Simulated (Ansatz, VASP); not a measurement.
## Two plane-wave programs on LiS3

```
CELL_PARAMETERS angstrom
4.56199 0.00000 0.00000
-2.28099 3.95080 0.00000
0.00000 0.00000 4.63801
ATOMIC_POSITIONS crystal
Li 0.00000 0.00000 0.00000
S 0.33333 0.66667 0.50000
S 0.66667 0.33333 0.50000
S 0.00000 0.00000 0.50000
```

Alike in both runs: task relaxation of cell and atoms; functional PBE; k mesh 12 × 12 × 10; occupations gaussian, width 0.1 eV; no spin polarisation.

```csv
,VASP,Ansatz
version,VASP 6.6.1,Ansatz 0.2.0
potentials or method,"VASP PAW PBE potentials, release 64 (Li_sv, S), cutoff 600 eV","scalar-relativistic, plane waves, PAW"
valence electrons in the cell,21,21
```

```csv
,VASP,Ansatz,Ansatz less VASP
"gap on the k mesh at the Fermi level, each at its own relaxed structure (eV)",none,none,-
relaxed volume (Å³/atom),20.93,20.95,+0.027
relaxed cell length with the largest relative difference (Å),4.566,4.569,+0.0037
```

A gap of «none» marks a metal or a gap that the smearing closes.

Noted on VASP's run: the cutoff is short for stress, so the pressure is rough.
